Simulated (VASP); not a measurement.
Cu: single point with PBE

Crystal: Cu.

```
CELL_PARAMETERS angstrom
2.39086 0.00000 0.00000
0.00000 2.39086 0.00000
0.00000 0.00000 2.39086
ATOMIC_POSITIONS crystal
Cu 0.00000 0.00000 0.00000
```

* Program: VASP 6.6.1
* Task: single point
* Functional: PBE
* Potentials or basis: VASP PAW PBE potentials, release 64 (Cu)
* Cutoff: 520 eV
* k mesh: 23 × 23 × 23
* Occupations: fermi-dirac, width 0.0612256 eV
* Spin: no spin polarisation
* Dipole correction: no
* Further INCAR settings: ALGO = Normal; EDIFF = 1e-06; NBANDS = 12

* Pressure: 2.5 GPa

Levels at points of the mesh, in eV from the Fermi level:
```
           k point  band 2  band 3  band 4  band 5  band 6  band 7  band 8  band 9  band 10  band 11
(0.00, 0.00, 0.00)   -3.84   -3.84   -1.29   -1.29   -1.29   17.76   17.76   17.76    21.19    21.19
```

Wall time 22 s on 1 thread of AMD EPYC 9R45 96-Core Processor (Zen 5), on a shared host, peak memory 0.13 GiB.
